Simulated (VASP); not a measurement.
# Al3Sb2P (P3m1) in VASP: further runs

Al3Sb2P is run at these levels: PBE; tasks: single point, relaxation of cell and atoms.

Program: VASP 6.6.1. These are calculated values, not measurements. Logs are shortened: lines on timing, memory, paths and dates and some standing lists are left out, and cuts for length are marked.

## (1) The cell of the first run

Symmetry: P3m1, No. 156, trigonal system. Conventional cell: a = 3.779 Å, b = 3.779 Å, c = 10.712 Å, α = 90.00°, β = 90.00°, γ = 120.00°. Within 3.2 Å of Al (site symmetry 3m) lie 3 P at 2.42 Å and 3 Sb at 3.04 Å. Al (site symmetry 3m) has 3 Sb at 2.80 Å and 3 Al at 2.84 Å within 3.7 Å. Al (site symmetry 3m) has 3 Al at 2.84 Å and 3 Sb at 2.86 Å within 3.7 Å. Within 3.8 Å of Sb (site symmetry 3m) lie 3 Al at 2.86 Å and 3 P at 3.06 Å and 6 Sb at 3.78 Å. Sb (site symmetry 3m) has 6 Al at 2.80 to 3.04 Å within 3.7 Å. Within 3.2 Å of P (site symmetry 3m) lie 3 Al at 2.42 Å and 3 Sb at 3.06 Å.

## (2) Single point, PBE

INCAR

```
PREC = Accurate
ENCUT = 520
EDIFF = 1E-6
ISMEAR = 0
SIGMA = 0.1
LREAL = F
LASPH = T
NELM = 80
ALGO = Normal
ISIF = 2
LWAVE = F
LCHARG = F
GGA = PE
NBANDS = 21
```

KPOINTS

```
regular mesh
0
Gamma
  6 6 2
```

POSCAR

```
Al3Sb2P
1.0
    3.7787865215      0.0000000000      0.0000000000
   -1.8893932607      3.2725251231      0.0000000000
    0.0000000000      0.0000000000     10.7115454418
Al Sb P
3 2 1
Direct
    0.6666666667      0.3333333333      0.0507269116
    0.6666666667      0.3333333333      0.4116990465
    0.0000000000      0.0000000000      0.5817071047
    0.3333333333      0.6666666667      0.7537298332
    0.3333333333      0.6666666667      0.2483581707
    0.0000000000      0.0000000000      0.9537789532
```

Potentials or basis: VASP PAW PBE potentials, release 64 (Al, Sb, P).

Started as:

```sh
$ cat potpaw_PBE.64/Al/POTCAR potpaw_PBE.64/Sb/POTCAR potpaw_PBE.64/P/POTCAR > POTCAR
$ mpirun -np 1 vasp_std > vasp.out
```

OUTCAR:

```text
PREC = Accurate
   ENCUT = 520
   EDIFF = 1E-6
   ISMEAR = 0
   LREAL = F
   LASPH = T
   NELM = 80
   ISIF = 2
   GGA = PE

 ion  position               nearest neighbor table
   1  0.667  0.333  0.051-   6 2.42   6 2.42   6 2.42   5 3.04   5 3.04   5 3.04
   2  0.667  0.333  0.412-   5 2.80   5 2.80   5 2.80   3 2.84   3 2.84   3 2.84
   3  0.000  0.000  0.582-   2 2.84   2 2.84   2 2.84   4 2.86   4 2.86   4 2.86
   4  0.333  0.667  0.754-   3 2.86   3 2.86   3 2.86   6 3.06   6 3.06   6 3.06
   5  0.333  0.667  0.248-   2 2.80   2 2.80   2 2.80   1 3.04   1 3.04   1 3.04
   6  0.000  0.000  0.954-   1 2.42   1 2.42   1 2.42   4 3.06   4 3.06   4 3.06

  LATTYP: Found a hexagonal cell.
 ALAT       =     3.7787865215
 C/A-ratio  =     2.8346521776

  Lattice vectors:

 A1 = (   3.7787865215,   0.0000000000,   0.0000000000)
 A2 = (  -1.8893932607,   3.2725251231,   0.0000000000)
 A3 = (   0.0000000000,   0.0000000000,  10.7115454418)

Analysis of symmetry for initial positions (statically):
=====================================================================
 Subroutine PRICEL returns:
 Original cell was already a primitive cell.

 Routine SETGRP: Setting up the symmetry group for a
 hexagonal supercell.

 Subroutine GETGRP returns: Found  6 space group operations
 (whereof  6 operations were pure point group operations)
 out of a pool of 24 trial point group operations.

The static configuration has the point symmetry C_3v.

Analysis of symmetry for dynamics (positions and initial velocities):
=====================================================================
 Subroutine PRICEL returns:
 Original cell was already a primitive cell.

 Routine SETGRP: Setting up the symmetry group for a
 hexagonal supercell.

 Subroutine GETGRP returns: Found  6 space group operations
 (whereof  6 operations were pure point group operations)
 out of a pool of 24 trial point group operations.

The dynamic configuration has the point symmetry C_3v.

 Subroutine INISYM returns: Found  6 space group operations
 (whereof  6 operations are pure point group operations),
 and found     1 'primitive' translations

----------------------------------------------------------------------------------------

                                     Primitive cell

  volume of cell :     132.4608

  direct lattice vectors                    reciprocal lattice vectors
     3.778786521  0.000000000  0.000000000     0.264635219  0.152787215  0.000000000
    -1.889393261  3.272525123  0.000000000     0.000000000  0.305574430  0.000000000
     0.000000000  0.000000000 10.711545442     0.000000000  0.000000000  0.093357210

  length of vectors
     3.778786521  3.778786521 10.711545442     0.305574430  0.305574430  0.093357210

  position of ions in fractional coordinates (direct lattice)
     0.666666667  0.333333333  0.050726912
     0.666666667  0.333333333  0.411699046
     0.000000000  0.000000000  0.581707105
     0.333333333  0.666666667  0.753729833
     0.333333333  0.666666667  0.248358171
     0.000000000  0.000000000  0.953778953

  ion indices of the primitive-cell ions
   primitive index   ion index
                 1           1
                 2           2
                 3           3
                 4           4
                 5           5
                 6           6

----------------------------------------------------------------------------------------

 KPOINTS: regular mesh

Automatic generation of k-mesh.
 Grid dimensions read from file:
 generate k-points for:    6    6    2

 Generating k-lattice:

  Cartesian coordinates                     Fractional coordinates (reciprocal lattice)
     0.044105870  0.025464536  0.000000000     0.166666667  0.000000000  0.000000000
     0.000000000  0.050929072  0.000000000     0.000000000  0.166666667  0.000000000
     0.000000000  0.000000000  0.046678605     0.000000000  0.000000000  0.500000000

  Length of vectors
     0.050929072  0.050929072  0.046678605

  Shift w.r.t. Gamma in fractional coordinates (k-lattice)
     0.000000000  0.000000000  0.000000000

 Subroutine IBZKPT returns following result:
 ===========================================

 Found     14 irreducible k-points:

 Following reciprocal coordinates:
            Coordinates               Weight
  0.000000  0.000000  0.000000      1.000000
  0.166667  0.000000  0.000000      6.000000
  0.333333  0.000000  0.000000      6.000000
  0.500000 -0.000000  0.000000      3.000000
  0.166667  0.166667  0.000000      6.000000
  0.333333  0.166667  0.000000     12.000000
  0.333333  0.333333  0.000000      2.000000
  0.000000  0.000000  0.500000      1.000000
  0.166667  0.000000  0.500000      6.000000
  0.333333  0.000000  0.500000      6.000000
  0.500000 -0.000000  0.500000      3.000000
  0.166667  0.166667  0.500000      6.000000
  0.333333  0.166667  0.500000     12.000000
  0.333333  0.333333  0.500000      2.000000
   k-points           NKPTS =     14   k-points in BZ     NKDIM =     14   number of bands    NBANDS=     21
   number of dos      NEDOS =    301   number of ions     NIONS =      6
   total plane-waves  NPLWV =  62720
   dimension x,y,z NGX =    28 NGY =   28 NGZ =   80
   dimension x,y,z NGXF=    56 NGYF=   56 NGZF=  160
   ions per type =               3   2   1
   NGX,Y,Z   is equivalent  to a cutoff of  12.32, 12.32, 12.42 a.u.
   NGXF,Y,Z  is equivalent  to a cutoff of  24.64, 24.64, 24.83 a.u.
 SYSTEM =  unknown system
   PREC   = accura    normal or accurate (medium, high low for compatibility)
   ISTART =      0    job   : 0-new  1-cont  2-samecut
   ICHARG =      2    charge: 1-file 2-atom 10-const
   ISPIN  =      1    spin polarized calculation?
   LNONCOLLINEAR =      F non collinear calculations
   LSORBIT =      F    spin-orbit coupling
   LASPH  =      T    aspherical Exc in radial PAW
   ENCUT  =  520.0 eV  38.22 Ry    6.18 a.u.   7.03  7.03 19.92*2*pi/ulx,y,z
   NELM   =     80;   NELMIN=  2; NELMDL= -5     # of ELM steps
   EDIFF  = 0.1E-05   stopping-criterion for ELM
   LREAL  =      F    real-space projection
   EDIFFG = 0.1E-04   stopping-criterion for IOM
   NSW    =      0    number of steps for IOM
   IBRION =     -1    ionic relax: 0-MD 1-quasi-New 2-CG
   NFREE  =      0    steps in history (QN), initial steepest desc. (CG)
   ISIF   =      2    stress and relaxation
   ISYM   =      2    0-nonsym 1-usesym 2-fastsym
   POTIM  = 0.5000    time-step for ionic-motion
   TEBEG  =    0.0;   TEEND  =   0.0 temperature during run
   PSTRESS=    0.0 pullay stress
   NELECT =      24.0000    total number of electrons
   NUPDOWN=      -1.0000    fix difference up-down
   EMIN   =  10.00;   EMAX   =-10.00  energy-range for DOS
   EFERMI =   0.00;   METHOD = LEGACY
   ISMEAR =     0;   SIGMA  =   0.10  broadening in eV -4-tet -1-fermi 0-gaus
   EFERMI_NEDOS =   21; number of points for ismear=-14 and -15
   IALGO  =     38    algorithm
   IMIX   =      4    mixing-type and parameters
     AMIX     =   0.40;   BMIX     =  1.00
     AMIX_MAG =   1.60;   BMIX_MAG =  1.00
  volume/ion in A,a.u.               =      22.08       148.98
  Fermi-wavevector in a.u.,A,eV,Ry     =   0.926366  1.750578 11.675901  0.858155
  Thomas-Fermi vector in A             =   2.052321
   LORBIT       =      0    0 simple, 1 ext, 2 COOP (PROOUT), +10 PAW based schemes
   GGA     = PE    functional components
   LHFCALC =     F    Hartree Fock is set to
   AEXX    =    0.0000 exact exchange contribution
   IVDW    =     0    specifies the selected vdW correction
   LEPSILON=     F    determine dielectric tensor
   LRPA    =     F    only Hartree local field effects (RPA)
 non-spin polarized calculation
 Gauss-broadening in eV      SIGMA  =   0.10
  energy-cutoff  :      520.00
  volume of cell :      132.46
 maximum number of plane-waves:      3584
   NGX = 15   NGY = 15   NGZ = 39

 number of electron      24.0000000 magnetization

 Free energy of the ion-electron system (eV)
  ---------------------------------------------------
  ext. energy  EPLUGINS =         0.00000000
  ---------------------------------------------------
  free energy    TOTEN  =       -24.32937930 eV

  energy without entropy =      -24.31285392  energy(sigma->0) =      -24.32111661

 E-fermi :   6.7645     XC(G=0):  -9.8032

 val. band max:        6.6996852948   @ k =   0.5000  -0.0000   0.0000
 cond. band min:       6.7815125525   @ k =   0.3333   0.1667   0.5000
 fundamental gap:      0.0818272578
 Fermi energy:         6.7644953124

 k-point     1 :       0.0000    0.0000    0.0000
  band No.  band energies     occupation
      1      -5.5612      2.00000
      2      -4.2243      2.00000
      3      -3.4577      2.00000
      4       0.2320      2.00000
      5       1.2336      2.00000
      6       5.7882      2.00000
[... 13 lines left out ...]
     20      11.9501      0.00000
     21      12.4355      0.00000

 k-point     2 :       0.1667    0.0000    0.0000
  band No.  band energies     occupation
      1      -5.2349      2.00000
      2      -3.8839      2.00000
      3      -3.1534      2.00000
      4       0.4919      2.00000
      5       1.5868      2.00000
      6       3.9974      2.00000
[... 13 lines left out ...]
     20      11.9234      0.00000
     21      12.0678      0.00000

 k-point     3 :       0.3333    0.0000    0.0000
  band No.  band energies     occupation
      1      -4.3316      2.00000
      2      -2.9506      2.00000
      3      -2.4165      2.00000
      4       0.7095      2.00000
      5       2.0042      2.00000
      6       2.7118      2.00000
[... 13 lines left out ...]
     20      11.7721      0.00000
     21      11.9043      0.00000
[... 217 lines left out ...]
 k-point    13 :       0.3333    0.1667    0.5000
  band No.  band energies     occupation
      1      -3.6044      2.00000
      2      -2.3362      2.00000
      3      -1.9706      2.00000
      4       0.9845      2.00000
      5       1.1744      2.00000
      6       2.1030      2.00000
[... 13 lines left out ...]
     20      11.8874      0.00000
     21      12.4854      0.00000

 k-point    14 :       0.3333    0.3333    0.5000
  band No.  band energies     occupation
      1      -3.1111      2.00000
      2      -1.8962      2.00000
      3      -1.8019      2.00000
      4       0.7532      2.00000
      5       1.6122      2.00000
      6       1.6687      2.00000
[... 13 lines left out ...]
     20      13.3075      0.00000
     21      13.8376      0.00000

------------------------ aborting loop because EDIFF is reached ----------------------------------------

  FORCE on cell =-STRESS in cart. coord.  units (eV):
  Direction    XX          YY          ZZ          XY          YZ          ZX
  --------------------------------------------------------------------------------------
  -------------------------------------------------------------------------------------
  Total       -0.0247521     -0.0247521      0.0594169     -0.0000000      0.0000000     -0.0000000
  in kB       -0.2993889     -0.2993889      0.7186760     -0.0000000      0.0000000     -0.0000000
  external PRESSURE =       0.0399661 kB  Pullay stress =       0.0000000 kB

 VOLUME and BASIS-vectors are now :
 -----------------------------------------------------------------------------
  energy-cutoff  :      520.00
  volume of cell :      132.46
      direct lattice vectors                 reciprocal lattice vectors
     3.778786521  0.000000000  0.000000000     0.264635219  0.152787215  0.000000000
    -1.889393261  3.272525123  0.000000000     0.000000000  0.305574430  0.000000000
     0.000000000  0.000000000 10.711545442     0.000000000  0.000000000  0.093357210

 POSITION                                       TOTAL-FORCE (eV/Angst)
 -----------------------------------------------------------------------------------
      1.88939      1.09084      0.54336        -0.000000      0.000000      0.021157
      1.88939      1.09084      4.40993        -0.000000     -0.000000      0.007200
      0.00000      0.00000      6.23098        -0.000000      0.000000     -0.033181
     -0.00000      2.18168      8.07361         0.000000      0.000000      0.002180
     -0.00000      2.18168      2.66030         0.000000      0.000000     -0.001709
      0.00000      0.00000     10.21645         0.000000      0.000000      0.004354
 -----------------------------------------------------------------------------------
    total drift:                               -0.000000      0.000000      0.000047

  FREE ENERGIE OF THE ION-ELECTRON SYSTEM (eV)
  ---------------------------------------------------
  free  energy   TOTEN  =       -24.3293793020 eV

  energy  without entropy=      -24.3128539216  energy(sigma->0) =      -24.32111661
```

Run time: 18 s. Hardware: 1 thread of Intel Xeon 6975P-C (Granite Rapids), shared host; peak memory 0.25 GiB.

Results:

```yaml
Free_energy: -24.3294 eV
Pressure: 0.0 GPa
Largest_force: 0.033 eV/Å
Band_gap_on_the_k_mesh: zero (band 12 reaches 8.44 eV, above the bottom of band 13 at 5.69 eV)
```

Forces in eV/Å, atoms in the order of the input:
```
Al   0.000  0.000  0.021
Al   0.000  0.000  0.007
Al   0.000  0.000 -0.033
Sb   0.000  0.000  0.002
Sb   0.000  0.000 -0.002
P    0.000  0.000  0.004
```

Caveat: spin-orbit coupling is left out, which moves the levels of the heavy elements.

## (3) Single point, PBE

This run uses another cell than the first one, of 22.37 Å³/atom, 1.013 times its volume.

INCAR

```
PREC     = Accurate       # precision mode
ENCUT    = 520            # plane-wave cutoff, eV
EDIFF    = 1E-6           # SCF threshold, eV
ISMEAR   = 0              # smearing method
SIGMA    = 0.1            # smearing width, eV
LREAL    = F              # projectors in reciprocal space
LASPH    = T              # aspherical terms in the spheres
NELM     = 60             # most SCF steps
ALGO     = Normal         # electronic algorithm
ISIF     = 2              # what is computed and relaxed
LWAVE    = F              # write WAVECAR
LCHARG   = T              # write CHGCAR
GGA      = PE             # functional
LELF     = T              # ELF
LVHAR    = T            
NBANDS   = 21             # bands
```

KPOINTS

```
Automatic mesh
0
Gamma
  6 6 2
```

POSCAR

```
Al3Sb2P
1.0
    4.4454180600      0.0000000000      0.0000000000
   -2.2227090300      3.8498449700      0.0000000000
    0.0000000000      0.0000000000      7.8412368600
Al Sb P
3 2 1
Direct
    0.6666666700      0.3333333300      0.0130340000
    0.6666666700      0.3333333300      0.4613310100
    0.0000000000      0.0000000000      0.5436160000
    0.3333333300      0.6666666700      0.7714030100
    0.3333333300      0.6666666700      0.2373650100
    0.0000000000      0.0000000000      0.9732509900
```

Potentials or basis: VASP PAW PBE potentials, release 64 (Al, Sb, P).

Started as:

```sh
$ cat potpaw_PBE.64/Al/POTCAR potpaw_PBE.64/Sb/POTCAR potpaw_PBE.64/P/POTCAR > POTCAR
$ mpirun -np 1 vasp_std > vasp.out
```

It took 22 s on 1 thread of Intel Xeon 6975P-C (Granite Rapids), shared host; peak memory 0.26 GiB.

It converged, with:

| Quantity | Value |
| --- | --- |
| Free energy | -23.3731 eV |
| Pressure | -2.9 GPa |
| Largest force | 0.696 eV/Å |
| Band gap on the k mesh | zero (band 12 reaches 7.27 eV, above the bottom of band 13 at 6.67 eV) |

Forces on the atoms (eV/Å):
```
Al   0.000  0.000  0.333
Al   0.000  0.000 -0.449
Al   0.000  0.000  0.304
Sb   0.000  0.000 -0.696
Sb   0.000  0.000  0.466
P    0.000  0.000  0.042
```

Stress tensor (GPa, compression positive):
```
-3.76  0.00  0.00
 0.00 -3.76  0.00
 0.00  0.00 -1.14
```

Levels at points of the mesh, in eV from the Fermi level:
| k point | band 8 | band 9 | band 10 | band 11 | band 12 | band 13 | band 14 | band 15 | band 16 | band 17 |
| --- | --- | --- | --- | --- | --- | --- | --- | --- | --- | --- |
| (0.00, 0.00, 0.00) | -1.32 | -1.32 | -1.24 | 0.03 | 0.03 | 0.06 | 0.51 | 0.51 | 1.14 | 2.04 |
| (0.50, 0.00, 0.00) | -3.88 | -1.54 | -1.16 | -0.97 | -0.79 | 0.14 | 1.22 | 1.64 | 2.08 | 2.94 |
| (0.00, 0.00, 0.50) | -1.15 | -1.03 | -1.03 | -0.62 | -0.62 | -0.03 | 0.32 | 0.32 | 1.55 | 2.92 |
| (0.50, 0.00, 0.50) | -3.02 | -2.87 | -2.40 | -1.76 | -0.91 | 0.83 | 1.54 | 1.58 | 2.59 | 3.32 |

Caveat: the k points lie up to 0.40 Å⁻¹ apart; spin-orbit coupling is left out, which moves the levels of the heavy elements.

## (4) Relaxation of cell and atoms, PBE

This run uses another cell than the first one, of 22.37 Å³/atom, 1.013 times its volume.

INCAR

```
SYSTEM = Al3Sb2P
PREC = Accurate
ENCUT = 600
EDIFF = 1E-6
ISMEAR = 0
SIGMA = 0.1
LREAL = .FALSE.
LASPH = .TRUE.
NELM = 80
ALGO = Normal
ISIF = 3
LWAVE = .FALSE.
LCHARG = .FALSE.
GGA = PE
IBRION = 2
NSW = 90
EDIFFG = -0.04
```

KPOINTS

```
Automatic mesh
0
G
  6 6 2
  0 0 0
```

POSCAR is that of step 3.

Started as:

```sh
$ cat potpaw_PBE.64/Al/POTCAR potpaw_PBE.64/Sb/POTCAR potpaw_PBE.64/P/POTCAR > POTCAR
$ mpirun -np 1 vasp_std > vasp.out
```

Wall time 5 min (1 thread of Intel Xeon 6975P-C (Granite Rapids), shared host); peak memory 0.3 GiB.

Results (log left out):

* Free energy: -24.3261 eV
* Relaxed volume: 22.25 Å³/atom
* Relaxed cell: a = 3.786 Å, b = 3.786 Å, c = 10.755 Å, α = 90.00°, β = 90.00°, γ = 120.00°
* Space group after relaxing (to 0.05 Å): P3m1 (No. 156)
* Energy gained by relaxing: 158.8 meV/atom
* Ionic steps: 26
* Pressure after relaxing: -0.2 GPa
* Largest force after relaxing: 0.038 eV/Å
* Band gap on the k mesh: zero (band 12 reaches 8.35 eV, above the bottom of band 13 at 5.59 eV)

Forces in eV/Å, atoms in the order of the input:
```
Al   0.000  0.000 -0.009
Al   0.000  0.000 -0.001
Al   0.000  0.000  0.032
Sb   0.000  0.000  0.016
Sb   0.000  0.000  0.000
P    0.000  0.000 -0.038
```

Step by step:
```csv
step,energy change (eV),largest force (eV/Å),pressure (GPa),volume (Å³)
1,0.0000,0.6956,-2.88,134.20
2,-0.1335,0.7011,0.65,126.52
3,-0.1366,0.6947,1.38,125.24
4,-0.2188,0.5154,1.24,125.54
5,-0.3212,0.4156,1.28,126.15
6,-0.4082,0.3703,2.82,127.18
7,-0.4787,0.3331,-0.63,135.06
8,-0.4787,0.3338,-0.56,134.88
9,-0.5197,0.3411,-0.47,135.30
10,-0.6325,0.3678,-0.46,136.34
11,-0.6529,0.7286,-0.10,137.41
12,-0.7004,0.4524,-0.40,137.01
13,-0.7716,0.4286,0.02,135.73
14,-0.8289,0.4542,0.55,134.31
15,-0.8628,0.4700,1.64,131.12
16,-0.9223,0.3559,-0.45,134.60
17,-0.9238,0.3432,-0.72,135.08
18,-0.9347,0.2438,-0.59,134.54
19,-0.9347,0.2443,-0.59,134.52
20,-0.9426,0.1931,0.29,132.78
21,-0.9427,0.2005,0.42,132.53
22,-0.9482,0.1397,0.24,132.86
23,-0.9503,0.1090,0.07,133.22
24,-0.9516,0.0565,-0.15,133.51
25,-0.9519,0.0370,-0.33,133.76
26,-0.9527,0.0380,-0.24,133.50
```

Final structure:
```
Al Sb P
1.0
     3.78587    0.00000    0.00000
    -1.89294    3.27866    0.00000
     0.00000    0.00000   10.75493
Al Sb P
3 2 1
Direct
  0.66667 0.33333 0.05054
  0.66667 0.33333 0.41149
  0.00000 0.00000 0.58009
  0.33333 0.66667 0.75124
  0.33333 0.66667 0.24977
  0.00000 0.00000 0.95687
```

Levels at points of the mesh, in eV from the Fermi level:
```tsv
k point	band 8	band 9	band 10	band 11	band 12	band 13	band 14	band 15	band 16
(0.00, 0.00, 0.00)	-0.83	-0.21	1.30	1.30	1.69	1.69	3.24	3.61	3.61
(0.50, 0.00, 0.00)	-2.74	-2.33	-2.29	-1.66	-0.47	-0.09	0.57	1.64	2.01
(0.00, 0.00, 0.50)	-0.83	1.36	1.36	1.54	1.60	1.60	2.88	3.54	3.54
(0.50, 0.00, 0.50)	-3.61	-2.32	-1.25	-0.83	-0.73	0.17	0.34	1.10	2.50
```

Caveat: the k points lie up to 0.32 Å⁻¹ apart in the final cell; spin-orbit coupling is left out, which moves the levels of the heavy elements.

(Part 1 of 2 ends here.)
